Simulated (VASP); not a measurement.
# KTaO3 (Pm-3m) in VASP: further runs

KTaO3 is run at these levels: LDA; tasks: electric field gradients.

All numbers are computed with VASP 6.6.1; they aren't measurements. Logs are shortened: lines on timing, memory, paths and dates and some standing lists are left out, and cuts for length are marked.

## 1. The cell of the first run

The structure is cubic, space group Pm-3m (No. 221). Conventional cell: a = 3.907 Å, b = 3.907 Å, c = 3.907 Å, α = 90.00°, β = 90.00°, γ = 90.00°. K (site symmetry m-3m) has 12 O at 2.76 Å and 8 Ta at 3.38 Å within 3.6 Å. Ta (site symmetry m-3m) has 6 O at 1.95 Å within 2.6 Å. Within 2.6 Å of O (site symmetry 4/mmm) lie 2 Ta at 1.95 Å.

## 2. Electric field gradients, LDA (volume scaled by 0.94)

INCAR

```
SYSTEM = KTaO3
ALGO = Normal ; EDIFF = 1E-8
ENCUT = 520 ; GGA_COMPAT = .False.
ISIF = 2 ; ISMEAR = -1
LASPH = .True. ; LCHARG = .False.
LEFG = .True. ; LREAL = .False.
LWAVE = .False. ; NBANDS = 27
NELM = 120 ; PREC = Accurate
SIGMA = 0.01
```

KPOINTS

```
k-points
0
Gamma
  5 5 5
  0 0 0
```

POSCAR

```
KTaO3
1.0
    3.9068832774      0.0000000000      0.0000000000
    0.0000000000      3.9068832774      0.0000000000
    0.0000000000      0.0000000000      3.9068832774
K Ta O
1 1 3
Direct
    0.5000000000      0.5000000000      0.5000000000
    0.0000000000      0.0000000000      0.0000000000
    0.5000000000      0.0000000000      0.0000000000
    0.0000000000      0.5000000000      0.0000000000
    0.0000000000      0.0000000000      0.5000000000
```

Potentials or basis: VASP PAW LDA potentials, release 64 (K_sv, Ta_pv, O).

Run with:

```sh
$ cat potpaw_LDA.64/K_sv/POTCAR potpaw_LDA.64/Ta_pv/POTCAR potpaw_LDA.64/O/POTCAR > POTCAR
$ mpirun -np 1 vasp_std > vasp.out
```

OUTCAR:

```text
SYSTEM = KTaO3
   EDIFF = 1E-8
   ENCUT = 520
   ISIF = 2
   ISMEAR = -1
   LASPH = .True.
   LREAL = .False.
   NELM = 120
   PREC = Accurate

 ion  position               nearest neighbor table
   1  0.500  0.500  0.500-   3 2.76   4 2.76   5 2.76   3 2.76   4 2.76   3 2.76   5 2.76   3 2.76
                             4 2.76   5 2.76   4 2.76   5 2.76   2 3.38   2 3.38   2 3.38   2 3.38
   2  0.000  0.000  0.000-   3 1.95   4 1.95   5 1.95   5 1.95   4 1.95   3 1.95   1 3.38   1 3.38
                             1 3.38   1 3.38   1 3.38   1 3.38   1 3.38   1 3.38
   3  0.500  0.000  0.000-   2 1.95   2 1.95   1 2.76   1 2.76   1 2.76   1 2.76
   4  0.000  0.500  0.000-   2 1.95   2 1.95   1 2.76   1 2.76   1 2.76   1 2.76
   5  0.000  0.000  0.500-   2 1.95   2 1.95   1 2.76   1 2.76   1 2.76   1 2.76

  LATTYP: Found a simple cubic cell.
 ALAT       =     3.9068832774

  Lattice vectors:

 A1 = (   3.9068832774,   0.0000000000,   0.0000000000)
 A2 = (   0.0000000000,   3.9068832774,   0.0000000000)
 A3 = (   0.0000000000,   0.0000000000,   3.9068832774)

Analysis of symmetry for initial positions (statically):
=====================================================================
 Subroutine PRICEL returns:
 Original cell was already a primitive cell.

 Routine SETGRP: Setting up the symmetry group for a
 simple cubic supercell.

 Subroutine GETGRP returns: Found 48 space group operations
 (whereof 48 operations were pure point group operations)
 out of a pool of 48 trial point group operations.

The static configuration has the point symmetry O_h .

Analysis of symmetry for dynamics (positions and initial velocities):
=====================================================================
 Subroutine PRICEL returns:
 Original cell was already a primitive cell.

 Routine SETGRP: Setting up the symmetry group for a
 simple cubic supercell.

 Subroutine GETGRP returns: Found 48 space group operations
 (whereof 48 operations were pure point group operations)
 out of a pool of 48 trial point group operations.

The dynamic configuration has the point symmetry O_h .

 Subroutine INISYM returns: Found 48 space group operations
 (whereof 48 operations are pure point group operations),
 and found     1 'primitive' translations

----------------------------------------------------------------------------------------

                                     Primitive cell

  volume of cell :      59.6336

  direct lattice vectors                    reciprocal lattice vectors
     3.906883277  0.000000000  0.000000000     0.255958504  0.000000000  0.000000000
     0.000000000  3.906883277  0.000000000     0.000000000  0.255958504  0.000000000
     0.000000000  0.000000000  3.906883277     0.000000000  0.000000000  0.255958504

  length of vectors
     3.906883277  3.906883277  3.906883277     0.255958504  0.255958504  0.255958504

  position of ions in fractional coordinates (direct lattice)
     0.500000000  0.500000000  0.500000000
     0.000000000  0.000000000  0.000000000
     0.500000000  0.000000000  0.000000000
     0.000000000  0.500000000  0.000000000
     0.000000000  0.000000000  0.500000000

  ion indices of the primitive-cell ions
   primitive index   ion index
                 1           1
                 2           2
                 3           3
                 4           4
                 5           5

----------------------------------------------------------------------------------------

 KPOINTS: k-points

Automatic generation of k-mesh.
 Grid dimensions read from file:
 generate k-points for:    5    5    5

 Generating k-lattice:
[... 34 lines left out ...]
   ions per type =               1   1   3
   NGX,Y,Z   is equivalent  to a cutoff of  12.77, 12.77, 12.77 a.u.
   NGXF,Y,Z  is equivalent  to a cutoff of  25.53, 25.53, 25.53 a.u.
 SYSTEM =  KTaO3
   PREC   = accura    normal or accurate (medium, high low for compatibility)
   ISTART =      0    job   : 0-new  1-cont  2-samecut
   ICHARG =      2    charge: 1-file 2-atom 10-const
   ISPIN  =      1    spin polarized calculation?
   LNONCOLLINEAR =      F non collinear calculations
   LSORBIT =      F    spin-orbit coupling
   LASPH  =      T    aspherical Exc in radial PAW
   ENCUT  =  520.0 eV  38.22 Ry    6.18 a.u.   7.26  7.26  7.26*2*pi/ulx,y,z
   NELM   =    120;   NELMIN=  2; NELMDL= -5     # of ELM steps
   EDIFF  = 0.1E-07   stopping-criterion for ELM
   LREAL  =      F    real-space projection
   EDIFFG = 0.1E-06   stopping-criterion for IOM
   NSW    =      0    number of steps for IOM
   IBRION =     -1    ionic relax: 0-MD 1-quasi-New 2-CG
   NFREE  =      0    steps in history (QN), initial steepest desc. (CG)
   ISIF   =      2    stress and relaxation
   ISYM   =      2    0-nonsym 1-usesym 2-fastsym
   POTIM  = 0.5000    time-step for ionic-motion
   TEBEG  =    0.0;   TEEND  =   0.0 temperature during run
   PSTRESS=    0.0 pullay stress
   NELECT =      38.0000    total number of electrons
   NUPDOWN=      -1.0000    fix difference up-down
   EMIN   =  10.00;   EMAX   =-10.00  energy-range for DOS
   EFERMI =   0.00;   METHOD = LEGACY
   ISMEAR =    -1;   SIGMA  =   0.01  broadening in eV -4-tet -1-fermi 0-gaus
   EFERMI_NEDOS =   21; number of points for ismear=-14 and -15
   IALGO  =     38    algorithm
   IMIX   =      4    mixing-type and parameters
     AMIX     =   0.40;   BMIX     =  1.00
     AMIX_MAG =   1.60;   BMIX_MAG =  1.00
  volume/ion in A,a.u.               =      11.93        80.49
  Fermi-wavevector in a.u.,A,eV,Ry     =   1.408766  2.662182 27.002425  1.984622
  Thomas-Fermi vector in A             =   2.530891
   LORBIT       =      0    0 simple, 1 ext, 2 COOP (PROOUT), +10 PAW based schemes
   GGA     = CA    functional components
   LHFCALC =     F    Hartree Fock is set to
   AEXX    =    0.0000 exact exchange contribution
   IVDW    =     0    specifies the selected vdW correction
   LEPSILON=     F    determine dielectric tensor
   LRPA    =     F    only Hartree local field effects (RPA)
 non-spin polarized calculation
  energy-cutoff  :      520.00
  volume of cell :       59.63
 maximum number of plane-waves:      1611
 NGX is ok and might be reduce to    30
   NGX = 15   NGY = 15   NGZ = 15

 number of electron      38.0000009 magnetization

 Free energy of the ion-electron system (eV)
  ---------------------------------------------------
  ext. energy  EPLUGINS =         0.00000000
  ---------------------------------------------------
  free energy    TOTEN  =       -44.97853436 eV

  energy without entropy =      -44.97853436  energy(sigma->0) =      -44.97853436

 E-fermi :   2.0766     XC(G=0): -11.7488

 val. band max:        1.8449700706   @ k =   0.4000   0.4000   0.4000
 cond. band min:       4.1066564463   @ k =   0.0000   0.0000   0.0000
 fundamental gap:      2.2616863757
 Fermi energy:         2.0766425622

 k-point     1 :       0.0000    0.0000    0.0000
  band No.  band energies     occupation
      1     -31.6836      2.00000
      2     -31.6836      2.00000
      3     -31.6836      2.00000
      4     -24.8685      2.00000
      5     -15.5147      2.00000
      6     -14.7653      2.00000
[... 289 lines left out ...]
     26      13.3529      0.00000
     27      13.8260      0.00000

------------------------ aborting loop because EDIFF is reached ----------------------------------------

  FORCE on cell =-STRESS in cart. coord.  units (eV):
  Direction    XX          YY          ZZ          XY          YZ          ZX
  --------------------------------------------------------------------------------------
  -------------------------------------------------------------------------------------
  Total        3.6045446      3.6045446      3.6045446      0.0000000     -0.0000000      0.0000000
  in kB       96.8433215     96.8433215     96.8433215      0.0000000     -0.0000000      0.0000000
  external PRESSURE =      96.8433215 kB  Pullay stress =       0.0000000 kB

 VOLUME and BASIS-vectors are now :
 -----------------------------------------------------------------------------
  energy-cutoff  :      520.00
  volume of cell :       59.63
      direct lattice vectors                 reciprocal lattice vectors
     3.906883277  0.000000000  0.000000000     0.255958504  0.000000000  0.000000000
     0.000000000  3.906883277  0.000000000     0.000000000  0.255958504  0.000000000
     0.000000000  0.000000000  3.906883277     0.000000000  0.000000000  0.255958504

 POSITION                                       TOTAL-FORCE (eV/Angst)
 -----------------------------------------------------------------------------------
      1.95344      1.95344      1.95344         0.000000      0.000000      0.000000
      0.00000      0.00000      0.00000         0.000000      0.000000      0.000000
      1.95344      0.00000      0.00000         0.000000      0.000000      0.000000
      0.00000      1.95344      0.00000         0.000000      0.000000      0.000000
      0.00000      0.00000      1.95344         0.000000      0.000000      0.000000
 -----------------------------------------------------------------------------------
    total drift:                                0.000000     -0.000000      0.000000

  FREE ENERGIE OF THE ION-ELECTRON SYSTEM (eV)
  ---------------------------------------------------
  free  energy   TOTEN  =       -44.9785343555 eV

  energy  without entropy=      -44.9785343555  energy(sigma->0) =      -44.97853436

 Electric field gradients (V/A^2)
---------------------------------------------------------------------
 ion       V_xx      V_yy      V_zz      V_xy      V_xz      V_yz
---------------------------------------------------------------------
   1       0.000     0.000     0.000     0.000     0.000    -0.000
   2      -0.000    -0.000    -0.000     0.000     0.000     0.000
   3       5.204    -2.602    -2.602    -0.000     0.000     0.000
   4      -2.602     5.204    -2.602     0.000     0.000     0.000
   5      -2.602    -2.602     5.204     0.000     0.000     0.000
---------------------------------------------------------------------

 Electric field gradients after diagonalization (V/A^2)
 (convention: |V_zz| > |V_xx| > |V_yy|)
----------------------------------------------------------------------
 ion       V_xx      V_yy      V_zz     asymmetry (V_yy - V_xx)/ V_zz
----------------------------------------------------------------------
   1       0.000     0.000     0.000      -0.183
   2      -0.000    -0.000    -0.000      -0.141
   3      -2.602    -2.602     5.204       0.000
   4      -2.602    -2.602     5.204       0.000
   5      -2.602    -2.602     5.204       0.000
----------------------------------------------------------------------

           NMR quadrupolar parameters

 Cq : quadrupolar parameter    Cq=e*Q*V_zz/h
 eta: asymmetry parameters     (V_yy - V_xx)/ V_zz
 Q  : nuclear electric quadrupole moment in mb (millibarn)
----------------------------------------------------------------------
 ion       Cq(MHz)       eta       Q (mb)
----------------------------------------------------------------------
   1       0.000      -0.183       1.000
   2      -0.000      -0.141       1.000
   3       0.013       0.000       1.000
   4       0.013       0.000       1.000
   5       0.013       0.000       1.000
----------------------------------------------------------------------
```

It took 16 s on 1 thread of Intel Xeon Platinum 8488C (Sapphire Rapids), shared host; peak memory 0.15 GiB.

Results:

```yaml
Free_energy: -44.9785 eV
Pressure: 9.7 GPa
Band_gap_on_the_k_mesh: 2.26 eV, indirect (least direct gap 2.72 eV)
```

Levels at points of the mesh, in eV from the valence-band top:
| k point | band 17 | band 18 | band 19 | band 20 | band 21 | band 22 |
| --- | --- | --- | --- | --- | --- | --- |
| (0.00, 0.00, 0.00) | -0.46 | -0.46 | -0.46 | 2.26 | 2.26 | 2.26 |

Electric field gradients, principal values (V/Å²):
| atom | least | middle | greatest (by size) |
| --- | --- | --- | --- |
| 1 K | 0.000 | 0.000 | 0.000 |
| 2 Ta | 0.000 | 0.000 | 0.000 |
| 3 O | -2.602 | -2.602 | 5.204 |
| 4 O | -2.602 | -2.602 | 5.204 |
| 5 O | -2.602 | -2.602 | 5.204 |

Caveat: without QUAD_EFG the Cq values of the log hold for a quadrupole moment of 1 mb, not for the nuclei; spin-orbit coupling is left out, which moves the levels of the heavy elements. A k mesh can miss the band edges.

## 3. Electric field gradients, LDA (volume scaled by 0.98)

INCAR

```
PREC     = Accurate       # precision mode
ENCUT    = 520            # plane-wave cutoff, eV
EDIFF    = 1E-8           # SCF threshold, eV
ISMEAR   = -1             # smearing method
SIGMA    = 0.01           # smearing width, eV
LREAL    = False          # projectors in reciprocal space
LASPH    = True           # aspherical terms in the spheres
NELM     = 120            # most SCF steps
ALGO     = Normal         # electronic algorithm
ISIF     = 2              # what is computed and relaxed
LWAVE    = False          # write WAVECAR
LCHARG   = False          # write CHGCAR
LEFG     = True         
NBANDS   = 27             # bands
GGA_COMPAT= False
```

KPOINTS

```
regular mesh
0
Gamma
  5 5 5
```

Edit POSCAR of step 2 so:

```diff
@@ -2,5 +2,5 @@
 1.0
-    3.9068832774      0.0000000000      0.0000000000
-    0.0000000000      3.9068832774      0.0000000000
-    0.0000000000      0.0000000000      3.9068832774
+    3.9615320794      0.0000000000      0.0000000000
+    0.0000000000      3.9615320794      0.0000000000
+    0.0000000000      0.0000000000      3.9615320794
 K Ta O
```

Potentials or basis: VASP PAW LDA potentials, release 64 (K_sv, Ta_pv, O).

Run with:

```sh
$ cat potpaw_LDA.64/K_sv/POTCAR potpaw_LDA.64/Ta_pv/POTCAR potpaw_LDA.64/O/POTCAR > POTCAR
$ mpirun -np 1 vasp_std > vasp.out
```

OUTCAR:

```text
PREC = Accurate
   ENCUT = 520
   EDIFF = 1E-8
   ISMEAR = -1
   LREAL = False
   LASPH = True
   NELM = 120
   ISIF = 2

 ion  position               nearest neighbor table
   1  0.500  0.500  0.500-   3 2.80   4 2.80   5 2.80   3 2.80   4 2.80   3 2.80   5 2.80   3 2.80
                             4 2.80   5 2.80   4 2.80   5 2.80   2 3.43   2 3.43   2 3.43   2 3.43
   2  0.000  0.000  0.000-   3 1.98   4 1.98   5 1.98   5 1.98   4 1.98   3 1.98   1 3.43   1 3.43
                             1 3.43   1 3.43   1 3.43   1 3.43   1 3.43   1 3.43
   3  0.500  0.000  0.000-   2 1.98   2 1.98   1 2.80   1 2.80   1 2.80   1 2.80
   4  0.000  0.500  0.000-   2 1.98   2 1.98   1 2.80   1 2.80   1 2.80   1 2.80
   5  0.000  0.000  0.500-   2 1.98   2 1.98   1 2.80   1 2.80   1 2.80   1 2.80

  LATTYP: Found a simple cubic cell.
 ALAT       =     3.9615320794

  Lattice vectors:

 A1 = (   3.9615320794,   0.0000000000,   0.0000000000)
[... 517 lines left out ...]
   4      -5.824    11.647    -5.824     0.000     0.000     0.000
   5      -5.824    -5.824    11.647    -0.000     0.000     0.000
---------------------------------------------------------------------

 Electric field gradients after diagonalization (V/A^2)
 (convention: |V_zz| > |V_xx| > |V_yy|)
----------------------------------------------------------------------
 ion       V_xx      V_yy      V_zz     asymmetry (V_yy - V_xx)/ V_zz
----------------------------------------------------------------------
   1       0.000     0.000     0.000      -0.479
   2      -0.000     0.000     0.000       1.201
   3      -5.824    -5.824    11.647       0.000
   4      -5.824    -5.824    11.647       0.000
   5      -5.824    -5.824    11.647       0.000
----------------------------------------------------------------------

           NMR quadrupolar parameters

 Cq : quadrupolar parameter    Cq=e*Q*V_zz/h
 eta: asymmetry parameters     (V_yy - V_xx)/ V_zz
 Q  : nuclear electric quadrupole moment in mb (millibarn)
----------------------------------------------------------------------
 ion       Cq(MHz)       eta       Q (mb)
----------------------------------------------------------------------
   1       0.000      -0.479       1.000
   2       0.000       1.201       1.000
   3       0.028       0.000       1.000
   4       0.028       0.000       1.000
   5       0.028       0.000       1.000
----------------------------------------------------------------------
```

stdout:

```text
POSCAR found type information on POSCAR K TaO
 POSCAR found :  3 types and       5 ions
 scaLAPACK will be used
 LDA part: xc-table for (Slater(with rela. corr.)+CA(PZ))
 , standard interpolation
 POSCAR, INCAR and KPOINTS ok, starting setup
 FFT: planning ... GRIDC
 FFT: planning ... GRID_SOFT
 FFT: planning ... GRID
 WAVECAR not read
 entering main loop
ion   1

ion   2

ion   3

ion   4

ion   5
```

Wall time 17 s (1 thread of Intel Xeon Platinum 8488C (Sapphire Rapids), shared host); peak memory 0.15 GiB.

Results:

```
Free energy            : -45.0537 eV
Pressure               : -0.2 GPa
Band gap on the k mesh : 2.17 eV, indirect (least direct gap 2.67 eV)
```

Levels at points of the mesh, in eV from the valence-band top:
```csv
k point,band 15,band 16,band 17,band 18,band 19,band 20,band 21,band 22,band 23,band 24
"(0.00, 0.00, 0.00)",-0.99,-0.99,-0.50,-0.50,-0.50,2.17,2.17,2.17,6.65,7.11
```

Electric field gradients, principal values (V/Å²):
| atom | least | middle | greatest (by size) |
| --- | --- | --- | --- |
| 1 K | 0.000 | 0.000 | 0.000 |
| 2 Ta | 0.000 | 0.000 | 0.000 |
| 3 O | -5.824 | -5.824 | 11.647 |
| 4 O | -5.824 | -5.824 | 11.647 |
| 5 O | -5.824 | -5.824 | 11.647 |

Caveat: without QUAD_EFG the Cq values of the log hold for a quadrupole moment of 1 mb, not for the nuclei; spin-orbit coupling is left out, which moves the levels of the heavy elements.
